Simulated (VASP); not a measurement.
Wanted: the native input for a VASP 6.6.1 run.

```
Task                   : single point
Functional             : PBE
Potentials or basis    : VASP PAW PBE potentials, release 64 (Ga_d, P)
Cutoff                 : 520 eV
k mesh                 : 6 × 6 × 6
Occupations            : fermi-dirac, width 0.01 eV
Spin                   : no spin polarisation
Dipole correction      : no
Further INCAR settings : ALGO = Normal; EDIFF = 1e-07; NBANDS = 16
```

The structure of GaP lies in POSCAR:

```
GaP
1.0
    0.0000000000      2.7874105591      2.7874105591
    2.7874105591      0.0000000000      2.7874105591
    2.7874105591      2.7874105591      0.0000000000
Ga P
1 1
Direct
    0.0000000000      0.0000000000      0.0000000000
    0.2500000000      0.2500000000      0.2500000000
```

One way to write it, as run:

INCAR

```
ALGO = Normal
EDIFF = 1E-7
ENCUT = 520
GGA = PE
ISIF = 2
ISMEAR = -1
LASPH = True
LCHARG = False
LREAL = False
LWAVE = False
NBANDS = 16
NELM = 60
PREC = Accurate
SIGMA = 0.01
```

KPOINTS

```
k-points
0
Gamma
  6 6 6
```

Potentials or basis: VASP PAW PBE potentials, release 64 (Ga_d, P).

Launch:

```sh
$ cat potpaw_PBE.64/Ga_d/POTCAR potpaw_PBE.64/P/POTCAR > POTCAR
$ mpirun -np 1 vasp_std > vasp.out
```

Results of the run:

```json
{
  "Pressure": "-2.6 GPa",
  "Band gap on the k mesh": "1.27 eV, direct"
}
```

It took 8.9 s on 1 thread of Intel(R) Xeon(R) 6975P-C (Granite Rapids), on a shared host, peak memory 0.16 GiB.
